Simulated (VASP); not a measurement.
Input of a VASP 6.6.1 run:

File INCAR:

```
  PREC = Accurate
  ENCUT = 520
  EDIFF = 1E-6
  ISMEAR = -1
  SIGMA = 0.02
  LREAL = False
  LASPH = True
  NELM = 60
  ALGO = Normal
  ISIF = 2
  LWAVE = False
  LCHARG = False
  LDIPOL = True
  IDIPOL = 3
  DIPOL = 0.5 0.5 0.336
  GGA = PE
  NBANDS = 18
```

File KPOINTS:

```
Automatic mesh
0
Gamma
  6 8 1
```

The input POSCAR:

```
As
1.0
    4.8073435832      0.0000000000      0.0000000000
    0.0000000000      3.6157297347      0.0000000000
    0.0000000000      0.0000000000     28.2703730404
As
4
Direct
    0.0757352106      0.0000000000      0.3777643818
    0.4242647894      0.5000000000      0.3777643818
    0.5757352106      0.5000000000      0.2943173051
    0.9242647894      0.0000000000      0.2943173051
```

Potentials or basis: VASP PAW PBE potentials, release 64 (As).

Command:

```bash
$ cat potpaw_PBE.64/As/POTCAR > POTCAR
$ mpirun -np 1 vasp_std > vasp.out
```

Q: Estimate the largest force.

A: 0.404 eV/Å.

Q: Predict the band gap on the k mesh.

A: 0.88 eV.

Forces in eV/Å, atoms in the order of the input:
```
As  -0.310  0.000  0.259
As   0.310  0.000  0.259
As  -0.310  0.000 -0.259
As   0.310  0.000 -0.259
```

Caveat: the cell differs from its parent crystal (uniaxial y strain -0.5%).
